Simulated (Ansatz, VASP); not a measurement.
AlCo in VASP and in Ansatz

```xyz
2
Lattice="2.5148 0.0000 0.0000 0.0000 2.5148 0.0000 0.0000 0.0000 3.5559" Properties=species:S:1:pos:R:3 pbc="T T T"
Al    0.0000    0.0000    0.0000
Co    1.2574    1.2574    1.7779
```

Alike in both runs: task single point; functional PBEsol; k mesh 24 × 24 × 24; occupations gaussian, width 0.15 eV; no spin polarisation.

|  | VASP | Ansatz |
| --- | --- | --- |
| version | VASP 6.6.1 | Ansatz 0.2.0 |
| potentials or method | VASP PAW PBE potentials, release 64 (Al, Co), cutoff 520 eV | scalar-relativistic, plane waves, PAW |
| valence electrons in the cell | 12 | 20 |

```tsv
	VASP	Ansatz	Ansatz less VASP
gap on the k mesh at the Fermi level (eV)	none	none	-
pressure (GPa)	7.2	7.2	-0.03
traceless stress, the component that is largest in VASP (GPa)	-20.52	-20.37	+0.157
```

VASP's potentials were made for PBE, not for PBEsol. A gap of «none» marks a metal or a gap that the smearing closes. The functional is the same, so the differences come from potentials, cutoffs and numerics. VASP's potentials hold 12 valence electrons a cell and Ansatz's 20, so a difference there can come from the potentials and not from the codes.
